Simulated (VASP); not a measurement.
Write the native input for VASP 6.6.1 that does the following.

```yaml
Task: single point
Functional: PBE
Potentials_or_basis: VASP PAW PBE potentials, release 64 (C)
Cutoff: 520 eV
k_mesh: 12 × 12 × 6
Occupations: fermi-dirac, width 0.02 eV
Spin: no spin polarisation
Dipole_correction: no
Further_INCAR_settings: ALGO = Normal; EDIFF = 1e-07; NBANDS = 16
```

The structure of C lies in POSCAR:

```
C
1.0
    2.4170854502      0.0000000000      0.0000000000
   -1.2085427251      2.0932574030      0.0000000000
    0.0000000000      0.0000000000      4.0254601716
C
4
Direct
    0.3333333333      0.6666666667      0.0006205741
    0.6666666667      0.3333333333      0.5006205741
    0.3333333333      0.6666666667      0.3743794259
    0.6666666667      0.3333333333      0.8743794259
```

This cell differs from its parent crystal: strain -3.4%.

One way to write it, as run:

INCAR

```
SYSTEM = C
PREC     = Accurate       ! precision mode
ENCUT    = 520            ! plane-wave cutoff, eV
EDIFF    = 1E-7           ! SCF threshold, eV
ISMEAR   = -1             ! smearing method
SIGMA    = 0.02           ! smearing width, eV
LREAL    = .FALSE.        ! projectors in reciprocal space
LASPH    = .TRUE.         ! aspherical terms in the spheres
NELM     = 60             ! most SCF steps
ALGO     = Normal         ! electronic algorithm
ISIF     = 2              ! what is computed and relaxed
LWAVE    = .FALSE.        ! write WAVECAR
LCHARG   = .FALSE.        ! write CHGCAR
GGA      = PE             ! functional
NBANDS   = 16             ! bands
```

KPOINTS

```
Automatic mesh
0
G
  12 12 6
  0 0 0
```

Potentials or basis: VASP PAW PBE potentials, release 64 (C).

Run with:

```sh
$ cat potpaw_PBE.64/C/POTCAR > POTCAR
$ mpirun -np 1 vasp_std > vasp.out
```

It gave:

```json
{
  "Pressure": "62.3 GPa",
  "Largest force": "0.019 eV/Å",
  "Band gap on the k mesh": "2.85 eV, indirect (least direct gap 5.11 eV)"
}
```

Caveat: the cell differs from its parent crystal (strain -3.4%).

Wall time 11 s on 1 thread of AMD EPYC 9R45 96-Core Processor (Zen 5), on a shared host, peak memory 0.1 GiB.
